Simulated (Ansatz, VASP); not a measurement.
## One calculation of K, two programs

The input INCAR:

```
PREC     = Accurate       # precision mode
ENCUT    = 520            # plane-wave cutoff, eV
EDIFF    = 1E-6           # SCF threshold, eV
ISMEAR   = 0              # smearing method
SIGMA    = 0.15           # smearing width, eV
LREAL    = False          # projectors in reciprocal space
LASPH    = True           # aspherical terms in the spheres
NELM     = 60             # most SCF steps
ALGO     = Fast           # electronic algorithm
ISIF     = 2              # what is computed and relaxed
LWAVE    = False          # write WAVECAR
LCHARG   = False          # write CHGCAR
GGA      = PE             # functional
NBANDS   = 10             # bands
```

Contents of KPOINTS:

```
Automatic mesh
0
Gamma
  14 14 14
```

Contents of POSCAR:

```
K
1.0
   -2.5525500000      2.5525500000      2.7489000000
    2.5525500000     -2.5525500000      2.7489000000
    2.5525500000      2.5525500000     -2.7489000000
K
1
Direct
    0.0000000000      0.0000000000      0.0000000000
```

Input for Ansatz:

```yaml
crystal:
  lattice:
    - [-2.55255, 2.55255, 2.7489]
    - [2.55255, -2.55255, 2.7489]
    - [2.55255, 2.55255, -2.7489]
  atoms:
    - { symbol: K, position: [0.0, 0.0, 0.0] }
basis:
  ecutwfc: 420
kpoints:
  mp_grid: { grid: [14, 14, 14] }
hamiltonian:
  xc: pbe
scf:
  occupations: { method: gaussian, width: 0.15 }
output:
  forces: true
  stress: true
  eigenvalues: true
```

Change from the starting cell: strain -0.025 along x and y, +0.050 along z, atoms carried along.

Alike in both runs: task single point; functional PBE; k mesh 14 × 14 × 14; occupations gaussian, width 0.15 eV; no spin polarisation.

```csv
,VASP,Ansatz
version,VASP 6.6.1,Ansatz 0.2.0
potentials or method,"VASP PAW PBE potentials, release 64 (K_sv), cutoff 520 eV","scalar-relativistic, plane waves, PAW"
valence electrons in the cell,9,9
```

|  | VASP | Ansatz | Ansatz less VASP |
| --- | --- | --- | --- |
| gap on the k mesh at the Fermi level (eV) | none | none | - |
| pressure (GPa) | 0.1 | 0.1 | 0.00 |

A gap of «none» marks a metal or a gap that the smearing closes.
